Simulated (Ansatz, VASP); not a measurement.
# LaH3: VASP beside Ansatz

INCAR

```
SYSTEM = LaH3
  PREC = Accurate
  ENCUT = 500
  EDIFF = 1E-7
  ISMEAR = -1
  SIGMA = 0.05
  LREAL = .False.
  LASPH = .True.
  NELM = 200
  ALGO = Normal
  ISIF = 3
  LWAVE = .False.
  LCHARG = .False.
  GGA = PS
  IVDW = 12
  IBRION = 2
  NSW = 80
  EDIFFG = -0.005
  GGA_COMPAT = .False.
  NELMIN = 4
  LMAXMIX = 6
```

Contents of KPOINTS:

```
Automatic mesh
0
Gamma
  7 7 7
  0 0 0
```

File POSCAR:

```
LaH3
1.0
    0.0000000000      2.7864795000      2.7864795000
    2.7864795000      0.0000000000      2.7864795000
    2.7864795000      2.7864795000      0.0000000000
La H
1 3
Direct
    0.0000000000      0.0000000000      0.0000000000
    0.5000000000      0.5000000000      0.5000000000
    0.7500000000      0.7500000000      0.7500000000
    0.2500000000      0.2500000000      0.2500000000
```

Input for Ansatz:

```yaml
crystal:
  lattice:
    bravais: fcc
    a: 5.572959
  space_group: 225
  atoms:
    - { symbol: La, position: [0.0, 0.0, 0.0] }
    - { symbol: H, position: [0.5, 0.0, 0.0] }
    - { symbol: H, position: [0.25, 0.25, 0.75] }
  reduce_to_primitive: true
kpoints:
  mp_grid:
    grid: [7, 7, 7]
hamiltonian:
  xc: pbesol
  dispersion: d3bj
scf:
  occupations:
    method: fermi_dirac
    width: 0.05
relax:
  f_tol: 0.005
  cell: {}
```

Alike in both runs: task relaxation of cell and atoms; functional PBEsol; dispersion D3(BJ); k mesh 7 × 7 × 7; occupations fermi-dirac, width 0.05 eV; no spin polarisation.

|  | VASP | Ansatz |
| --- | --- | --- |
| version | VASP 6.6.1 | Ansatz 0.2.0 |
| potentials or method | VASP PAW PBE potentials, release 64 (La, H) | plane waves, PAW |
| plane-wave cutoff (eV) | 500 | 420 |
| valence electrons in the cell | 14 | 14 |

```csv
,VASP,Ansatz,Ansatz less VASP
relaxed volume (Å³/atom),10.04,10.06,+0.014
relaxed cell length with the largest relative difference (Å),3.844,3.846,+0.0018
```

VASP's potentials were made for PBE, not for PBEsol.

Spin-orbit coupling is off throughout.
